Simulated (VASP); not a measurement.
Set up this calculation in VASP 6.6.1, as the native input.

* Task: single point
* Functional: PBEsol
* Potentials or basis: VASP PAW PBE potentials, release 64 (Al, N)
* Cutoff: 520 eV
* k mesh: 9 × 9 × 6
* Occupations: gaussian, width 0.05 eV
* Spin: no spin polarisation
* Dipole correction: no
* Further INCAR settings: ALGO = Normal; EDIFF = 1e-06; NBANDS = 16

The structure of AlN lies in POSCAR:

```
AlN
1.0
    3.2897202079      0.0000000000      0.0000000000
   -1.6448601040      2.8489812714      0.0000000000
    0.0000000000      0.0000000000      4.4697428464
Al N
2 2
Direct
    0.3333333333      0.6666666667      0.7500000000
    0.6666666667      0.3333333333      0.2500000000
    0.3333333333      0.6666666667      0.2500000000
    0.6666666667      0.3333333333      0.7500000000
```

This cell differs from its parent crystal: volume 10.473 Å^3 an atom, c/a of the conventional cell 1.3587.

The input as run:

INCAR

```
  PREC = Accurate
  ENCUT = 520
  EDIFF = 1E-6
  ISMEAR = 0
  SIGMA = 0.05
  LREAL = False
  LASPH = True
  NELM = 80
  ALGO = Normal
  ISIF = 2
  LWAVE = False
  LCHARG = False
  GGA = PS
  NBANDS = 16
```

KPOINTS

```
regular mesh
0
Gamma
  9 9 6
```

Potentials or basis: VASP PAW PBE potentials, release 64 (Al, N).

Command:

```console
$ cat potpaw_PBE.64/Al/POTCAR potpaw_PBE.64/N/POTCAR > POTCAR
$ mpirun -np 1 vasp_std > vasp.out
```

Results of the run:

```yaml
Pressure: -9.7 GPa
Band_gap_on_the_k_mesh: 2.62 eV, direct
```

Caveat: the PAW data sets were made with another functional, which shifts forces and pressure a little.

Run time: 8.8 s on 1 thread of Intel(R) Xeon(R) 6975P-C (Granite Rapids), on a shared host, peak memory 0.16 GiB.
